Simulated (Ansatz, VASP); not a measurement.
## Rh: VASP beside Ansatz

INCAR

```
SYSTEM = Rh
  PREC = Accurate
  ENCUT = 500
  EDIFF = 1E-6
  ISMEAR = 1
  SIGMA = 0.1
  LREAL = .False.
  LASPH = .True.
  NELM = 120
  ALGO = Normal
  ISIF = 2
  LWAVE = .False.
  LCHARG = .False.
  GGA = PE
  NBANDS = 14
  GGA_COMPAT = .False.
```

File KPOINTS:

```
regular mesh
0
Gamma
  12 12 12
  0 0 0
```

File POSCAR:

```
Rh
1.0
    0.0000000000      1.8978500000      1.8978500000
    1.8978500000      0.0000000000      1.8978500000
    1.8978500000      1.8978500000      0.0000000000
Rh
1
Direct
    0.0000000000      0.0000000000      0.0000000000
```

Input for Ansatz:

```yaml
crystal:
  lattice:
    - [0.0, 1.89785, 1.89785]
    - [1.89785, 0.0, 1.89785]
    - [1.89785, 1.89785, 0.0]
  atoms:
    - { symbol: Rh, position: [0.0, 0.0, 0.0] }
kpoints:
  mp_grid:
    grid: [12, 12, 12]
hamiltonian:
  xc: pbe
  pseudopotentials:
    kind: all_electron
    lapw: {}
scf:
  convergence:
    dr2_threshold: 1.0e-10
  occupations:
    method: cold
    width: 0.1
output:
  forces: true
  stress: true
  eigenvalues: true
```

Alike in both runs: task single point; functional PBE; k mesh 12 × 12 × 12; no spin polarisation.

|  | VASP | Ansatz |
| --- | --- | --- |
| version | VASP 6.6.1 | Ansatz 0.2.0 |
| potentials or method | VASP PAW PBE potentials, release 64 (Rh_pv), cutoff 500 eV | all-electron (LAPW or listed datasets) |
| occupations | methfessel-paxton of order 1, width 0.1 eV | cold, width 0.1 eV |

VASP gave:

* gap on the k mesh at the Fermi level (eV): none
* pressure (GPa): 7.4

Which values does Ansatz return?

gap on the k mesh at the Fermi level (eV): none; pressure (GPa): 7.2.

A gap of «none» marks a metal or a gap that the smearing closes. Ansatz ran all-electron here, and VASP with PAW potentials.
